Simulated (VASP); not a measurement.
## GaP: relaxation of cell and atoms with PBEsol

The system is GaP.

```
Ga P
1.0
     0.00000    2.71927    2.71927
     2.71927    0.00000    2.71927
     2.71927    2.71927    0.00000
Ga P
1 1
Direct
  0.00000 0.00000 0.00000
  0.75000 0.75000 0.75000
```

```
Program                : VASP 6.6.1
Task                   : relaxation of cell and atoms
Functional             : PBEsol
Potentials or basis    : VASP PAW PBE potentials, release 64 (Ga_d, P)
Cutoff                 : 600 eV
k mesh                 : 8 × 8 × 8
Occupations            : gaussian, width 0.01 eV
Spin                   : no spin polarisation
Target pressure        : 15 GPa
Dipole correction      : no
Further INCAR settings : ALGO = Normal; EDIFF = 1e-07; IBRION = 2; EDIFFG = -0.002; NSW = 100; ISIF = 3
```

The relaxed volume is 17.60 Å³/atom, the relaxed cell is a = 3.679 Å, b = 3.679 Å, c = 3.679 Å, α = 60.00°, β = 60.00°, γ = 60.00° and the space group after relaxing (to 0.1 Å) is F-43m (No. 216). The energy change on relaxing (the run minimises the enthalpy) is +103.3 meV/atom. The ionic steps are 9. The pressure after relaxing is 15.0 GPa and the band gap on the k mesh is 1.19 eV (least direct gap 2.93 eV).

Step by step:
```csv
step,energy change (eV),largest force (eV/Å),pressure (GPa),volume (Å³)
1,0.0000,0.0000,-0.08,40.22
2,1.0953,0.0000,45.15,30.18
3,0.1923,0.0000,14.38,35.36
4,0.2041,0.0000,14.92,35.23
5,0.2131,0.0000,15.30,35.14
6,0.1989,0.0000,14.64,35.29
7,0.2070,0.0000,15.03,35.20
8,0.2063,0.0000,14.96,35.21
9,0.2067,0.0000,15.00,35.21
```

Final structure:
```
Ga P
1.0
     0.00000    2.60132    2.60132
     2.60132    0.00000    2.60132
     2.60132    2.60132    0.00000
Ga P
1 1
Direct
  0.00000 0.00000 0.00000
  0.75000 0.75000 0.75000
```

Levels at points of the mesh, in eV from the valence-band top:
```
           k point  band 7  band 8  band 9  band 10  band 11  band 12
(0.00, 0.00, 0.00)    0.00    0.00    0.00     2.93     3.75     3.75
(0.50, 0.00, 0.00)   -7.59   -1.35   -1.35     2.01     4.57     4.57
(0.50, 0.50, 0.00)   -7.53   -3.25   -3.25     1.19     1.52    11.59
```

It took 2.7 min on 1 thread of Intel Xeon 8259CL (shared host), peak memory 0.2 GiB.

Caveat: the cell is relaxed towards a set pressure, so the run minimises the enthalpy, not the energy; the PAW data sets were made with another functional, which shifts forces and pressure a little. A k mesh can miss the band edges.
